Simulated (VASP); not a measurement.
A run of VASP 6.6.1:

File POSCAR:

```
SnP2
1.0
    4.2327040419      0.0000000000      0.0000000000
   -2.1163520209      3.6656292270      0.0000000000
    0.0000000000      0.0000000000      3.8516072651
Sn P
1 2
Direct
    0.0000000000      0.0000000000      0.0000000000
    0.3333333333      0.6666666667      0.5000000000
    0.6666666667      0.3333333333      0.5000000000
```

INCAR.step1

```
  PREC = Accurate
  ENCUT = 520
  ISMEAR = 0
  SIGMA = 0.1
  LREAL = F
  LASPH = T
  NELM = 100
  NBANDS = 19
  GGA = PE
  ALGO = Normal
  EDIFF = 1E-4
  LWAVE = T
  LCHARG = F
```

Contents of INCAR.step2:

```
  PREC = Accurate
  ENCUT = 520
  EDIFF = 1E-7
  ISMEAR = 0
  SIGMA = 0.1
  LREAL = F
  LASPH = T
  NELM = 100
  ALGO = Normal
  ISIF = 2
  LWAVE = F
  LCHARG = F
  METAGGA = R2SCAN
  LMIXTAU = T
  NBANDS = 19
  ISTART = 1
```

Contents of KPOINTS:

```
Automatic mesh
0
Gamma
  6 6 4
```

Potentials or basis: VASP PAW PBE potentials, release 64 (Sn_d, P).

Command:

```sh
$ cat potpaw_PBE.64/Sn_d/POTCAR potpaw_PBE.64/P/POTCAR > POTCAR
$ cp INCAR.step1 INCAR
$ mpirun -np 1 vasp_std > vasp.out
$ cp INCAR.step2 INCAR
$ mpirun -np 1 vasp_std > vasp.out
```

Hardware: 1 thread of Intel(R) Xeon(R) Platinum 8488C (Sapphire Rapids), with other jobs on the host.

**Question.** Estimate the wall time of this run.

**Answer.** It took 40 s on 1 thread of Intel(R) Xeon(R) Platinum 8488C (Sapphire Rapids), on a shared host, peak memory 0.18 GiB. Counts: k points 21.
